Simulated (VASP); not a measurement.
# Ru (P6/mmm) in VASP: notebook

Runs on Ru. Level: PBE. Tasks: single point.

All numbers are computed with VASP 6.6.1; they aren't measurements. Logs are shortened: lines on timing, memory, paths and dates and some standing lists are left out, and cuts for length are marked.

## (1) The cell of the first run

The structure is hexagonal, space group P6/mmm (No. 191). The conventional cell has a = 2.027 Å, b = 2.027 Å, c = 1.902 Å, α = 90.00°, β = 90.00°, γ = 120.00°. Within 2.5 Å of Ru (site symmetry 6/mmm) lie 8 Ru at 1.90 to 2.03 Å.

This isn't the form of Ru at room conditions, which is hcp.

## (2) Single point, PBE (6.77 Å³/atom)

INCAR

```
PREC = Accurate
ENCUT = 560
EDIFF = 1E-6
ISMEAR = -1
SIGMA = 0.05
LREAL = F
LASPH = T
NELM = 120
ALGO = Normal
ISIF = 2
LWAVE = F
LCHARG = F
GGA = PE
NBANDS = 14
GGA_COMPAT = F
```

KPOINTS

```
regular mesh
0
Gamma
  17 17 15
```

POSCAR

```
Ru
1.0
    2.0273211852      0.0000000000      0.0000000000
   -1.0136605926      1.7557116480      0.0000000000
    0.0000000000      0.0000000000      1.9015359030
Ru
1
Direct
    0.0000000000      0.0000000000      0.0000000000
```

Potentials or basis: VASP PAW PBE potentials, release 64 (Ru_sv).

The run is started by

```bash
$ cat potpaw_PBE.64/Ru_sv/POTCAR > POTCAR
$ mpirun -np 1 vasp_std > vasp.out
```

OUTCAR:

```text
PREC = Accurate
   ENCUT = 560
   EDIFF = 1E-6
   ISMEAR = -1
   LREAL = F
   LASPH = T
   NELM = 120
   ISIF = 2
   GGA = PE

 ion  position               nearest neighbor table
   1  0.000  0.000  0.000-

  LATTYP: Found a hexagonal cell.
 ALAT       =     2.0273211852
 C/A-ratio  =     0.9379549313

  Lattice vectors:

 A1 = (   2.0273211852,   0.0000000000,   0.0000000000)
 A2 = (  -1.0136605926,   1.7557116480,   0.0000000000)
 A3 = (   0.0000000000,   0.0000000000,   1.9015359030)

Analysis of symmetry for initial positions (statically):
=====================================================================
 Subroutine PRICEL returns:
 Original cell was already a primitive cell.

 Routine SETGRP: Setting up the symmetry group for a
 hexagonal supercell.

 Subroutine GETGRP returns: Found 24 space group operations
 (whereof 24 operations were pure point group operations)
 out of a pool of 24 trial point group operations.

The static configuration has the point symmetry D_6h.

Analysis of symmetry for dynamics (positions and initial velocities):
=====================================================================
 Subroutine PRICEL returns:
 Original cell was already a primitive cell.

 Routine SETGRP: Setting up the symmetry group for a
 hexagonal supercell.

 Subroutine GETGRP returns: Found 24 space group operations
 (whereof 24 operations were pure point group operations)
 out of a pool of 24 trial point group operations.

The dynamic configuration has the point symmetry D_6h.

 Subroutine INISYM returns: Found 24 space group operations
 (whereof 24 operations are pure point group operations),
 and found     1 'primitive' translations

----------------------------------------------------------------------------------------

                                     Primitive cell

  volume of cell :       6.7683

  direct lattice vectors                    reciprocal lattice vectors
     2.027321185  0.000000000  0.000000000     0.493261752  0.284784805  0.000000000
    -1.013660593  1.755711648  0.000000000     0.000000000  0.569569611  0.000000000
     0.000000000  0.000000000  1.901535903     0.000000000  0.000000000  0.525890675

  length of vectors
     2.027321185  2.027321185  1.901535903     0.569569611  0.569569611  0.525890675

  position of ions in fractional coordinates (direct lattice)
     0.000000000  0.000000000  0.000000000

  ion indices of the primitive-cell ions
   primitive index   ion index
                 1           1
[... 74 lines left out ...]
   EDIFFG = 0.1E-04   stopping-criterion for IOM
   NSW    =      0    number of steps for IOM
   IBRION =     -1    ionic relax: 0-MD 1-quasi-New 2-CG
   NFREE  =      0    steps in history (QN), initial steepest desc. (CG)
   ISIF   =      2    stress and relaxation
   ISYM   =      2    0-nonsym 1-usesym 2-fastsym
   POTIM  = 0.5000    time-step for ionic-motion
   TEBEG  =    0.0;   TEEND  =   0.0 temperature during run
   PSTRESS=    0.0 pullay stress
   NELECT =      16.0000    total number of electrons
   NUPDOWN=      -1.0000    fix difference up-down
   EMIN   =  10.00;   EMAX   =-10.00  energy-range for DOS
   EFERMI =   0.00;   METHOD = LEGACY
   ISMEAR =    -1;   SIGMA  =   0.05  broadening in eV -4-tet -1-fermi 0-gaus
   EFERMI_NEDOS =   21; number of points for ismear=-14 and -15
   IALGO  =     38    algorithm
   IMIX   =      4    mixing-type and parameters
     AMIX     =   0.40;   BMIX     =  1.00
     AMIX_MAG =   1.60;   BMIX_MAG =  1.00
  volume/ion in A,a.u.               =       6.77        45.67
  Fermi-wavevector in a.u.,A,eV,Ry     =   2.180828  4.121167 64.709450  4.756010
  Thomas-Fermi vector in A             =   3.148942
   LORBIT       =      0    0 simple, 1 ext, 2 COOP (PROOUT), +10 PAW based schemes
   GGA     = PE    functional components
   LHFCALC =     F    Hartree Fock is set to
   AEXX    =    0.0000 exact exchange contribution
   IVDW    =     0    specifies the selected vdW correction
   LEPSILON=     F    determine dielectric tensor
   LRPA    =     F    only Hartree local field effects (RPA)
 non-spin polarized calculation
  energy-cutoff  :      560.00
  volume of cell :        6.77
 maximum number of plane-waves:       212
 NGX is ok and might be reduce to    16
   NGX =  7   NGY =  7   NGZ =  7

 number of electron      15.9999998 magnetization

 Free energy of the ion-electron system (eV)
  ---------------------------------------------------
  ext. energy  EPLUGINS =         0.00000000
  ---------------------------------------------------
  free energy    TOTEN  =         6.37843163 eV

  energy without entropy =        6.38213388  energy(sigma->0) =        6.38028275

 E-fermi :  35.3585     XC(G=0): -19.0071

 val. band max:       35.3541291049   @ k =   0.3529   0.0588   0.0000
 cond. band min:      35.3616406380   @ k =   0.3529   0.1176   0.1333
 fundamental gap:      0.0075115331
 Fermi energy:        35.3584992634

 k-point     1 :       0.0000    0.0000    0.0000
  band No.  band energies     occupation
      1     -43.3587      2.00000
      2      -7.5397      2.00000
      3      -7.5397      2.00000
      4      -7.4463      2.00000
      5      20.0620      2.00000
      6      24.6432      2.00000
      7      27.5366      2.00000
      8      27.5366      2.00000
      9      41.1293      0.00000
     10      41.1293      0.00000
     11      46.6675      0.00000
     12      59.0958      0.00000
     13      66.1648      0.00000
     14      66.1648      0.00000
[... 377 lines left out ...]
      1     -41.7736      2.00000
      2     -13.1877      2.00000
      3      -9.7615      2.00000
      4      -6.6252      2.00000
      5      23.2409      2.00000
      6      24.1918      2.00000
      7      28.8063      2.00000
      8      34.7189      1.99999
      9      38.1344      0.00000
     10      38.8127      0.00000
     11      55.4651      0.00000
     12      55.7871      0.00000
     13      64.0589      0.00000
     14      67.3955      0.00000

 [... further k-points ...]
[... 5 lines left out ...]
  --------------------------------------------------------------------------------------
  -------------------------------------------------------------------------------------
  Total       49.7214940     49.7214940     49.3069280      0.0000000      0.0000000      0.0000000
  in kB    11769.9460774  11769.9460772  11671.8110563      0.0000000      0.0000000      0.0000000
  external PRESSURE =   11737.2344037 kB  Pullay stress =       0.0000000 kB

 VOLUME and BASIS-vectors are now :
 -----------------------------------------------------------------------------
  energy-cutoff  :      560.00
  volume of cell :        6.77
      direct lattice vectors                 reciprocal lattice vectors
     2.027321185  0.000000000  0.000000000     0.493261752  0.284784805  0.000000000
    -1.013660593  1.755711648  0.000000000     0.000000000  0.569569611  0.000000000
     0.000000000  0.000000000  1.901535903     0.000000000  0.000000000  0.525890675

 POSITION                                       TOTAL-FORCE (eV/Angst)
 -----------------------------------------------------------------------------------
      0.00000      0.00000      0.00000        -0.000000      0.000000      0.000000
 -----------------------------------------------------------------------------------
    total drift:                               -0.000000     -0.000000      0.000000

  FREE ENERGIE OF THE ION-ELECTRON SYSTEM (eV)
  ---------------------------------------------------
  free  energy   TOTEN  =         6.3784316298 eV

  energy  without entropy=        6.3821338757  energy(sigma->0) =        6.38028275
```

OSZICAR:

```text
N       E                     dE             d eps       ncg     rms          rms(c)
DAV:   1     0.145153565790E+03    0.14515E+03   -0.94408E+03  7668   0.148E+03
DAV:   2     0.803164976865E+01   -0.13712E+03   -0.13012E+03  8394   0.419E+02
DAV:   3     0.617062861927E+01   -0.18610E+01   -0.18578E+01  8616   0.514E+01
DAV:   4     0.616523133713E+01   -0.53973E-02   -0.53972E-02  8502   0.295E+00
DAV:   5     0.616520494187E+01   -0.26395E-04   -0.26398E-04  8484   0.195E-01    0.816E+01
DAV:   6     0.630706700680E+01    0.14186E+00   -0.61729E-03  8010   0.100E+00    0.485E+01
DAV:   7     0.637846700094E+01    0.71400E-01   -0.12559E-02  7992   0.133E+00    0.229E-01
DAV:   8     0.637843594080E+01   -0.31060E-04   -0.22360E-04  8538   0.183E-01    0.479E-02
DAV:   9     0.637842830660E+01   -0.76342E-05   -0.18437E-05  8562   0.595E-02    0.810E-03
DAV:  10     0.637843124487E+01    0.29383E-05   -0.71439E-07  5690   0.127E-02    0.430E-03
DAV:  11     0.637843162976E+01    0.38489E-06   -0.82084E-08  4062   0.420E-03
   1 F= 0.63784316E+01 E0= 0.63802828E+01  d E =-.370225E-02
```

stdout:

```text
POSCAR found type information on POSCAR Ru
 POSCAR found :  1 types and       1 ions
 scaLAPACK will be used
 LDA part: xc-table for (Slater+PW92), standard interpolation
 POSCAR, INCAR and KPOINTS ok, starting setup
 FFT: planning ... GRIDC
 FFT: planning ... GRID_SOFT
 FFT: planning ... GRID
 WAVECAR not read
 entering main loop
```

Run time: 12 s. Hardware: 1 thread of Intel Xeon Platinum 8259CL at 2.50GHz (Skylake/Cascade Lake), shared host; peak memory 0.14 GiB.

The run converged, but its numbers aren't listed here, since they failed a check.

Caveat: atoms lie so close that the PAW spheres overlap strongly, which falsifies energies and pressures; the stress differs along the axes, from 1167 to 1177 GPa.

## (3) Single point, PBE

This run uses another cell than the first one, of 8.27 Å³/atom.

INCAR

```
PREC     = Accurate       # precision mode
ENCUT    = 560            # plane-wave cutoff, eV
EDIFF    = 1E-6           # SCF threshold, eV
ISMEAR   = -1             # smearing method
SIGMA    = 0.05           # smearing width, eV
LREAL    = False          # projectors in reciprocal space
LASPH    = True           # aspherical terms in the spheres
NELM     = 120            # most SCF steps
ALGO     = Normal         # electronic algorithm
ISIF     = 2              # what is computed and relaxed
LWAVE    = False          # write WAVECAR
LCHARG   = False          # write CHGCAR
GGA      = PE             # functional
NBANDS   = 14             # bands
GGA_COMPAT= False
```

KPOINTS is that of step 2.

POSCAR

```
Ru
1.0
    2.1715152854      0.0000000000      0.0000000000
   -1.0857576427      1.8805874019      0.0000000000
    0.0000000000      0.0000000000      2.0256949314
Ru
1
Direct
    0.0000000000      0.0000000000      0.0000000000
```

Potentials or basis: VASP PAW PBE potentials, release 64 (Ru_sv).

The run is started by

```bash
$ cat potpaw_PBE.64/Ru_sv/POTCAR > POTCAR
$ mpirun -np 1 vasp_std > vasp.out
```

OUTCAR:

```text
PREC = Accurate
   ENCUT = 560
   EDIFF = 1E-6
   ISMEAR = -1
   LREAL = False
   LASPH = True
   NELM = 120
   ISIF = 2
   GGA = PE

 ion  position               nearest neighbor table
   1  0.000  0.000  0.000-

  LATTYP: Found a hexagonal cell.
 ALAT       =     2.1715152854
 C/A-ratio  =     0.9328485712

  Lattice vectors:

 A1 = (   2.1715152854,   0.0000000000,   0.0000000000)
[... 577 lines left out ...]
      3     -15.6718      2.00000
      4     -13.7321      2.00000
      5      18.6430      2.00000
      6      19.5809      2.00000
      7      22.0602      2.00000
      8      28.1942      1.35804
      9      30.2479      0.00000
     10      31.1807      0.00000
     11      47.1477      0.00000
     12      47.4138      0.00000
     13      55.5693      0.00000
     14      56.7736      0.00000

 [... further k-points ...]
[... 5 lines left out ...]
  --------------------------------------------------------------------------------------
  -------------------------------------------------------------------------------------
  Total       29.4117629     29.4117629     29.3459379      0.0000000      0.0000000      0.0000000
  in kB     5696.4092634   5696.4092636   5683.6604214      0.0000000      0.0000000      0.0000000
  external PRESSURE =    5692.1596495 kB  Pullay stress =       0.0000000 kB

 VOLUME and BASIS-vectors are now :
 -----------------------------------------------------------------------------
  energy-cutoff  :      560.00
  volume of cell :        8.27
      direct lattice vectors                 reciprocal lattice vectors
     2.171515285  0.000000000  0.000000000     0.460507926  0.265874375  0.000000000
    -1.085757643  1.880587402  0.000000000     0.000000000  0.531748750  0.000000000
     0.000000000  0.000000000  2.025694931     0.000000000  0.000000000  0.493657749

 POSITION                                       TOTAL-FORCE (eV/Angst)
 -----------------------------------------------------------------------------------
      0.00000      0.00000      0.00000         0.000000      0.000000      0.000000
 -----------------------------------------------------------------------------------
    total drift:                               -0.000000      0.000000     -0.000000

  FREE ENERGIE OF THE ION-ELECTRON SYSTEM (eV)
  ---------------------------------------------------
  free  energy   TOTEN  =        -1.4418024376 eV

  energy  without entropy=       -1.4385324288  energy(sigma->0) =       -1.44016743
```

OSZICAR:

```text
N       E                     dE             d eps       ncg     rms          rms(c)
DAV:   1     0.144691701409E+03    0.14469E+03   -0.95717E+03  7542   0.144E+03
DAV:   2     0.641008194814E+00   -0.14405E+03   -0.13622E+03  8310   0.417E+02
DAV:   3    -0.159216630939E+01   -0.22332E+01   -0.22261E+01  8538   0.548E+01
DAV:   4    -0.160047902373E+01   -0.83127E-02   -0.83125E-02  8538   0.357E+00
DAV:   5    -0.160053385589E+01   -0.54832E-04   -0.54833E-04  8616   0.274E-01    0.524E+01
DAV:   6    -0.148382605336E+01    0.11671E+00   -0.55298E-02  8010   0.381E+00    0.287E+01
DAV:   7    -0.144321625434E+01    0.40610E-01   -0.27650E-02  7686   0.265E+00    0.168E+00
DAV:   8    -0.144180247756E+01    0.14138E-02   -0.39360E-03  7836   0.978E-01    0.604E-02
DAV:   9    -0.144180340719E+01   -0.92963E-06   -0.29432E-05  8820   0.720E-02    0.144E-02
DAV:  10    -0.144180243763E+01    0.96956E-06   -0.10626E-06  6220   0.142E-02
   1 F= -.14418024E+01 E0= -.14401674E+01  d E =-.327001E-02
```

stdout:

```text
POSCAR found type information on POSCAR Ru
 POSCAR found :  1 types and       1 ions
 scaLAPACK will be used
 LDA part: xc-table for (Slater+PW92), standard interpolation
 POSCAR, INCAR and KPOINTS ok, starting setup
 FFT: planning ... GRIDC
 FFT: planning ... GRID_SOFT
 FFT: planning ... GRID
 WAVECAR not read
 entering main loop
```

It took 12 s on 1 thread of AMD EPYC 9R45 (Zen 5), shared host; peak memory 0.11 GiB.

What came out:

```yaml
Free_energy: -1.4418 eV
Pressure: 569.2 GPa
Band_gap_on_the_k_mesh: zero (bands 8 and 9 overlap by 8.30 eV)
```

Levels at points of the mesh, in eV from the Fermi level:
| k point | band 4 | band 5 | band 6 | band 7 | band 8 | band 9 | band 10 | band 11 | band 12 | band 13 |
| --- | --- | --- | --- | --- | --- | --- | --- | --- | --- | --- |
| (0.00, 0.00, 0.00) | -42.42 | -11.88 | -10.34 | -5.72 | -5.72 | 4.53 | 4.53 | 13.17 | 21.98 | 28.57 |

Caveat: atoms lie so close that the PAW spheres overlap strongly, which falsifies energies and pressures; the cell stands under pressure.

## (4) Single point, PBE (15.04 Å³/atom)

This run uses another cell than the first one, of 15.04 Å³/atom.

INCAR

```
SYSTEM = Ru
PREC = Accurate
ENCUT = 560
EDIFF = 1E-6
ISMEAR = -1
SIGMA = 0.05
LREAL = .FALSE.
LASPH = .TRUE.
NELM = 120
ALGO = Normal
ISIF = 2
LWAVE = .FALSE.
LCHARG = .FALSE.
GGA = PE
NBANDS = 14
GGA_COMPAT = .FALSE.
```

KPOINTS

```
Automatic mesh
0
G
  17 17 15
  0 0 0
```

POSCAR

```
Ru
1.0
    2.6634787066      0.0000000000      0.0000000000
   -1.3317393533      2.3066402223      0.0000000000
    0.0000000000      0.0000000000      2.4481536715
Ru
1
Direct
    0.0000000000      0.0000000000      0.0000000000
```

The run is started by

```bash
$ cat potpaw_PBE.64/Ru_sv/POTCAR > POTCAR
$ mpirun -np 1 vasp_std > vasp.out
```

Run time: 26 s. Hardware: 1 thread of AMD EPYC 9R45 (Zen 5), shared host; peak memory 0.14 GiB.

It converged, with:

```yaml
Free_energy: -8.4394 eV
Pressure: -0.3 GPa
Band_gap_on_the_k_mesh: zero (bands 8 and 9 overlap by 3.38 eV)
```

Levels at points of the mesh, in eV from the Fermi level:
| k point | band 6 | band 7 | band 8 | band 9 | band 10 | band 11 |
| --- | --- | --- | --- | --- | --- | --- |
| (0.00, 0.00, 0.00) | -5.45 | -2.28 | -2.28 | 1.86 | 1.86 | 14.95 |

## (5) Single point, PBE

This run uses another cell than the first one, of 9.78 Å³/atom.

INCAR is that of step 4.

KPOINTS

```
regular mesh
0
G
  17 17 15
  0 0 0
```

POSCAR

```
Ru
1.0
    2.2980451361      0.0000000000      0.0000000000
   -1.1490225680      1.9901654669      0.0000000000
    0.0000000000      0.0000000000      2.1376341607
Ru
1
Direct
    0.0000000000      0.0000000000      0.0000000000
```

The run is started by

```bash
$ cat potpaw_PBE.64/Ru_sv/POTCAR > POTCAR
$ mpirun -np 1 vasp_std > vasp.out
```

Wall time 20 s (1 thread of Intel Xeon Platinum 8259CL at 2.50GHz (Skylake/Cascade Lake), shared host); peak memory 0.14 GiB.

The run converged. Its results:

```yaml
Free_energy: -5.2938 eV
Pressure: 283.5 GPa
Band_gap_on_the_k_mesh: zero (bands 8 and 9 overlap by 6.49 eV)
```

Stress tensor (GPa, compression positive):
```
283.75   0.00   0.00
  0.00 283.75   0.00
  0.00   0.00 283.15
```

Levels at points of the mesh, in eV from the Fermi level:
```tsv
k point	band 6	band 7	band 8	band 9	band 10	band 11
(0.00, 0.00, 0.00)	-9.44	-4.42	-4.42	3.61	3.61	14.13
```

Caveat: the cell stands under pressure.

## (6) Single point, PBE

This run uses another cell than the first one, of 11.28 Å³/atom.

INCAR

```
  PREC = Accurate
  ENCUT = 560
  EDIFF = 1E-6
  ISMEAR = -1
  SIGMA = 0.05
  LREAL = F
  LASPH = T
  NELM = 120
  ALGO = Normal
  ISIF = 2
  LWAVE = F
  LCHARG = F
  GGA = PE
  NBANDS = 14
  GGA_COMPAT = F
```

KPOINTS

```
regular mesh
0
Gamma
  17 17 15
```

POSCAR

```
Ru
1.0
    2.4119490111      0.0000000000      0.0000000000
   -1.2059745056      2.0888091163      0.0000000000
    0.0000000000      0.0000000000      2.2390415440
Ru
1
Direct
    0.0000000000      0.0000000000      0.0000000000
```

Potentials or basis: VASP PAW PBE potentials, release 64 (Ru_sv).

The run is started by

```bash
$ cat potpaw_PBE.64/Ru_sv/POTCAR > POTCAR
$ mpirun -np 1 vasp_std > vasp.out
```

Run time: 17 s. Hardware: 1 thread of AMD EPYC 9R45 (Zen 5), shared host; peak memory 0.12 GiB.

Results (log left out):

| Item | Value |
| --- | --- |
| Free energy | -7.2021 eV |
| Pressure | 137.5 GPa |
| Band gap on the k mesh | zero (bands 8 and 9 overlap by 5.23 eV) |

Stress tensor (GPa, compression positive):
```
137.57   0.00   0.00
  0.00 137.57   0.00
  0.00   0.00 137.33
```

Levels at points of the mesh, in eV from the Fermi level:
```
           k point  band 5  band 6  band 7  band 8  band 9  band 10  band 11  band 12
(0.00, 0.00, 0.00)   -9.02   -7.91   -3.52   -3.52    2.94     2.94    14.68    19.45
```

Caveat: the cell stands under pressure.

## (7) Overview

| cell | gap on the mesh (eV) | pressure (GPa) |
| --- | --- | --- |
| a = 2.172, b = 2.172, c = 2.026 Å, angles 90.0, 90.0, 120.0°, 1 atom | none | 569.2 |
| a = 2.663, b = 2.663, c = 2.448 Å, angles 90.0, 90.0, 120.0°, 1 atom | none | -0.3 |
| a = 2.298, b = 2.298, c = 2.138 Å, angles 90.0, 90.0, 120.0°, 1 atom | none | 283.5 |
| a = 2.412, b = 2.412, c = 2.239 Å, angles 90.0, 90.0, 120.0°, 1 atom | none | 137.5 |

Alike in all rows: task single point; level PBE; potentials or basis VASP PAW PBE potentials, release 64 (Ru_sv); no spin polarisation; k mesh 17 × 17 × 15; cutoff (eV) 560; smearing fermi-dirac 0.05 eV.

Caveats: the cell stands under pressure (at least some runs); atoms lie so close that the PAW spheres overlap strongly, which falsifies energies and pressures (at least some runs).

Total energies depend on the potentials used, so only differences within one code and one set of settings carry meaning.

The gap in the log of VASP goes by the Fermi energy; the results here count the filled bands.